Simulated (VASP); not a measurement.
# AlN in VASP: single point with PBEsol

Aim: the single point of AlN with PBEsol.

Everything below comes from runs of VASP 6.6.1. Logs are shortened: lines on timing, memory, paths and dates and some standing lists are left out, and cuts for length are marked.

## 1. The cell of the first run

The cell holds a slab with vacuum, 20 atoms: a = 3.096 Å, b = 4.378 Å, c = 26.930 Å, α = 90.00°, β = 90.00°, γ = 90.00°.

## 2. Single point, PBEsol

INCAR reads:

```
ALGO = Normal ; EDIFF = 1E-6
ENCUT = 520 ; GGA = PS
ISIF = 2 ; ISMEAR = -1
LASPH = T ; LCHARG = T
LELF = T ; LREAL = Auto
LVHAR = T ; LWAVE = F
NBANDS = 56 ; NELM = 60
PREC = Accurate ; SIGMA = 0.05
```

KPOINTS reads:

```
k-points
0
Gamma
  6 4 1
```

POSCAR reads:

```
AlN
1.0
    2.1888610000     -2.1888610000      0.0000000000
    0.0000000000      0.0000000000      4.3777220000
  -19.0422620000    -19.0422620000      0.0000000000
Al N
10 10
Direct
    0.0017830000      0.0035040000      0.7027880000
    0.0019100000      0.0035950000      0.4711630000
    0.0018120000      0.9610440000      0.2486160000
    0.0018480000      0.0041420000      0.5862220000
    0.0019440000      0.0032730000      0.3566020000
    0.5018140000      0.5031890000      0.6431020000
    0.5019280000      0.5041820000      0.4134840000
    0.5017440000      0.4609890000      0.7510830000
    0.5018840000      0.5035930000      0.5285340000
    0.5018820000      0.5035730000      0.2969160000
    0.0018170000      0.2526200000      0.6436810000
    0.0019150000      0.2540750000      0.4136900000
    0.0017590000      0.2616270000      0.7581120000
    0.0018770000      0.2537000000      0.5285890000
    0.0018720000      0.2571070000      0.2983940000
    0.5018450000      0.7540590000      0.5859970000
    0.5019360000      0.7526610000      0.3560180000
    0.5017830000      0.7570780000      0.7013000000
    0.5019020000      0.7537090000      0.4710950000
    0.5018270000      0.7616530000      0.2415960000
```

Potentials or basis: VASP PAW PBE potentials, release 64 (Al, N).

Run with:

```bash
cat potpaw_PBE.64/Al/POTCAR potpaw_PBE.64/N/POTCAR > POTCAR
mpirun -np 1 vasp_std > vasp.out
```

OUTCAR:

```text
EDIFF = 1E-6
   ENCUT = 520
   GGA = PS
   ISIF = 2
   ISMEAR = -1
   LASPH = T
   LREAL = Auto
   NELM = 60
   PREC = Accurate

 ion  position               nearest neighbor table
   1  0.002  0.004  0.703-  13 1.87  18 1.89  18 1.89  11 1.93   8 2.85   8 2.85   8 3.12   8 3.12
                             6 3.12   6 3.12   6 3.13   6 3.13   4 3.14
   2  0.002  0.004  0.471-  14 1.89  19 1.90  19 1.90  12 1.90   5 3.09   9 3.09   9 3.09   9 3.09
                             9 3.09   7 3.10   7 3.10   4 3.10   7 3.10   7 3.10
   3  0.002  0.961  0.249-  20 1.79  20 1.79  15 1.86  10 2.85  10 2.85   5 2.91  10 3.12  10 3.12

   4  0.002  0.004  0.586-  11 1.89  16 1.90  16 1.90  14 1.90   6 3.08   6 3.08   6 3.09   6 3.09
                             9 3.10   9 3.10   2 3.10   9 3.10   9 3.10   1 3.14
   5  0.002  0.003  0.357-  12 1.89  17 1.90  17 1.90  15 1.92   3 2.91   7 3.08   7 3.08   2 3.09
                             7 3.09   7 3.09  10 3.12  10 3.12  10 3.13  10 3.13
   6  0.502  0.503  0.643-  16 1.89  11 1.90  11 1.90  18 1.92   8 2.91   4 3.08   4 3.08   9 3.09
                             4 3.09   4 3.09   1 3.12   1 3.12   1 3.13   1 3.13
   7  0.502  0.504  0.413-  17 1.89  12 1.90  12 1.90  19 1.90   5 3.08   5 3.08   5 3.09   5 3.09
                             2 3.10   2 3.10   9 3.10   2 3.10   2 3.10  10 3.14
   8  0.502  0.461  0.751-  13 1.79  13 1.79  18 1.86   1 2.85   1 2.85   6 2.91   1 3.12   1 3.12

   9  0.502  0.504  0.529-  19 1.90  14 1.90  14 1.90  16 1.90   6 3.09   2 3.09   2 3.09   2 3.09
                             2 3.09   4 3.10   4 3.10   7 3.10   4 3.10   4 3.10
  10  0.502  0.504  0.297-  20 1.87  15 1.89  15 1.89  17 1.93   3 2.85   3 2.85   3 3.12   3 3.12
                             5 3.12   5 3.12   5 3.13   5 3.13   7 3.14
  11  0.002  0.253  0.644-   4 1.89   6 1.90   6 1.90   1 1.93
  12  0.002  0.254  0.414-   5 1.89   7 1.90   7 1.90   2 1.90
  13  0.002  0.262  0.758-   8 1.79   8 1.79   1 1.87
  14  0.002  0.254  0.529-   2 1.89   9 1.90   9 1.90   4 1.90
  15  0.002  0.257  0.298-   3 1.86  10 1.89  10 1.89   5 1.92
  16  0.502  0.754  0.586-   6 1.89   4 1.90   4 1.90   9 1.90
  17  0.502  0.753  0.356-   7 1.89   5 1.90   5 1.90  10 1.93
  18  0.502  0.757  0.701-   8 1.86   1 1.89   1 1.89   6 1.92
  19  0.502  0.754  0.471-   9 1.90   2 1.90   2 1.90   7 1.90
  20  0.502  0.762  0.242-   3 1.79   3 1.79  10 1.87

  LATTYP: Found a simple orthorhombic cell.
 ALAT       =     3.0955169123
 B/A-ratio  =     1.4142135624
 C/A-ratio  =     8.6996214013

  Lattice vectors:

 A1 = (   2.1888610000,  -2.1888610000,   0.0000000000)
 A2 = (   0.0000000000,   0.0000000000,   4.3777220000)
 A3 = ( -19.0422620000, -19.0422620000,   0.0000000000)

Analysis of symmetry for initial positions (statically):
=====================================================================
 Subroutine PRICEL returns:
 Original cell was already a primitive cell.
[... 159 lines left out ...]
   NUPDOWN=      -1.0000    fix difference up-down
   EMIN   =  10.00;   EMAX   =-10.00  energy-range for DOS
   EFERMI =   0.00;   METHOD = LEGACY
   ISMEAR =    -1;   SIGMA  =   0.05  broadening in eV -4-tet -1-fermi 0-gaus
   EFERMI_NEDOS =   21; number of points for ismear=-14 and -15
   IALGO  =     38    algorithm
   IMIX   =      4    mixing-type and parameters
     AMIX     =   0.40;   BMIX     =  1.00
     AMIX_MAG =   1.60;   BMIX_MAG =  1.00
  volume/ion in A,a.u.               =      18.25       123.13
  Fermi-wavevector in a.u.,A,eV,Ry     =   0.987112  1.865372 13.257388  0.974391
  Thomas-Fermi vector in A             =   2.118542
   LORBIT       =      0    0 simple, 1 ext, 2 COOP (PROOUT), +10 PAW based schemes
   GGA     = PS    functional components
   LHFCALC =     F    Hartree Fock is set to
   AEXX    =    0.0000 exact exchange contribution
   IVDW    =     0    specifies the selected vdW correction
   LEPSILON=     F    determine dielectric tensor
   LRPA    =     F    only Hartree local field effects (RPA)
 non-spin polarized calculation
  energy-cutoff  :      520.00
  volume of cell :      364.93
 maximum number of plane-waves:      9876
 NGX is ok and might be reduce to    24
   NGX = 11   NGY = 17   NGZ =101

 number of electron      79.9999999 magnetization

 Free energy of the ion-electron system (eV)
  ---------------------------------------------------
  ext. energy  EPLUGINS =         0.00000000
  ---------------------------------------------------
  free energy    TOTEN  =      -151.98096519 eV

  energy without entropy =     -151.98096519  energy(sigma->0) =     -151.98096519

 E-fermi :   2.3835     XC(G=0):  -6.9361

 val. band max:        1.2026762594   @ k =   0.5000   0.5000   0.0000
 cond. band min:       3.9651246286   @ k =   0.0000   0.0000   0.0000
 fundamental gap:      2.7624483692
 Fermi energy:         2.3834769646

 k-point     1 :       0.0000    0.0000    0.0000
  band No.  band energies     occupation
      1     -14.1587      2.00000
      2     -13.9140      2.00000
      3     -13.5299      2.00000
      4     -13.0141      2.00000
      5     -12.4035      2.00000
      6     -11.8767      2.00000
[... 759 lines left out ...]
     51       8.7945      0.00000
     52       8.7966      0.00000
 [bands above 52 left out]

------------------------ aborting loop because EDIFF is reached ----------------------------------------

  FORCE on cell =-STRESS in cart. coord.  units (eV):
  Direction    XX          YY          ZZ          XY          YZ          ZX
  --------------------------------------------------------------------------------------
  -------------------------------------------------------------------------------------
  Total        1.5098911      1.5115952      0.0093170     -1.5635254     -0.0127675     -0.0131727
  in kB        6.6288977      6.6363792      0.0409046     -6.8643690     -0.0560533     -0.0578324
  external PRESSURE =       4.4353938 kB  Pullay stress =       0.0000000 kB

 VOLUME and BASIS-vectors are now :
 -----------------------------------------------------------------------------
  energy-cutoff  :      520.00
  volume of cell :      364.93
      direct lattice vectors                 reciprocal lattice vectors
     2.188861000 -2.188861000  0.000000000     0.228429306 -0.228429306  0.000000000
     0.000000000  0.000000000  4.377722000     0.000000000  0.000000000  0.228429306
   -19.042262000-19.042262000  0.000000000    -0.026257385 -0.026257385  0.000000000

 POSITION                                       TOTAL-FORCE (eV/Angst)
 -----------------------------------------------------------------------------------
    -13.37877    -13.38658      0.01534         0.004608      0.003346      0.002064
     -8.96783     -8.97619      0.01574         0.005261      0.005371      0.002017
     -4.73024     -4.73818      4.20718        -0.000415     -0.002190      0.003365
    -11.15895    -11.16704      0.01813         0.008290      0.008745      0.001037
     -6.78625     -6.79476      0.01433         0.004174      0.004681     -0.002867
    -11.14772    -13.34452      2.20282         0.003084      0.001371      0.003174
[... 12 lines left out ...]
     -7.87212    -10.06931      3.29953        -0.002735     -0.003271     -0.001993
     -3.50210     -5.69896      3.33431         0.007248      0.008775     -0.009793
 -----------------------------------------------------------------------------------
    total drift:                                0.011284     -0.004916      0.023805

  FREE ENERGIE OF THE ION-ELECTRON SYSTEM (eV)
  ---------------------------------------------------
  free  energy   TOTEN  =      -151.9809651916 eV

  energy  without entropy=     -151.9809651916  energy(sigma->0) =     -151.98096519
```

It took 22 min on 1 thread of Intel Xeon 8259CL, shared host; peak memory 0.5 GiB.

Results:

| Item | Value |
| --- | --- |
| Free energy | -151.9810 eV |
| Largest force | 0.015 eV/Å |
| Band gap on the k mesh | 2.76 eV (least direct gap 2.82 eV) |

Forces in eV/Å, atoms in the order of the input:
```
Al   0.005  0.003  0.002
Al   0.005  0.005  0.002
Al   0.000 -0.002  0.003
Al   0.008  0.009  0.001
Al   0.004  0.005 -0.003
Al   0.003  0.001  0.003
Al   0.000  0.000 -0.002
Al  -0.002 -0.002  0.004
Al   0.002  0.001  0.003
Al  -0.002 -0.002 -0.003
N   -0.008 -0.007 -0.002
N   -0.003 -0.004  0.000
N   -0.007 -0.005 -0.012
N   -0.006 -0.005 -0.002
N   -0.006 -0.006  0.011
N   -0.005 -0.005 -0.002
N    0.004  0.004 -0.001
N    0.003  0.004  0.008
N   -0.003 -0.003 -0.002
N    0.007  0.009 -0.010
```

Caveat: the PAW data sets were made with another functional, which shifts forces and pressure a little.
